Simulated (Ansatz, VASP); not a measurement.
## BiMo: VASP beside Ansatz

```
CELL_PARAMETERS angstrom
0.00000 3.11392 3.11392
3.11392 0.00000 3.11392
3.11392 3.11392 0.00000
ATOMIC_POSITIONS crystal
Mo 0.00000 0.00000 0.00000
Bi 0.25000 0.25000 0.25000
```

Alike in both runs: task single point; functional PBEsol; k mesh 10 × 10 × 10; occupations gaussian, width 0.05 eV; no spin polarisation.

|  | VASP | Ansatz |
| --- | --- | --- |
| version | VASP 6.6.1 | Ansatz 0.2.0 |
| potentials or method | VASP PAW PBE potentials, release 64 (Mo_sv, Bi_d), cutoff 520 eV | scalar-relativistic, plane waves, PAW |
| valence electrons in the cell | 29 | 29 |

```tsv
	VASP	Ansatz	Ansatz less VASP
gap on the k mesh at the Fermi level (eV)	none	none	-
pressure (GPa)	-0.3	-0.3	-0.02
```

VASP's potentials were made for PBE, not for PBEsol. A gap of «none» marks a metal or a gap that the smearing closes.

Spin-orbit coupling is off throughout.
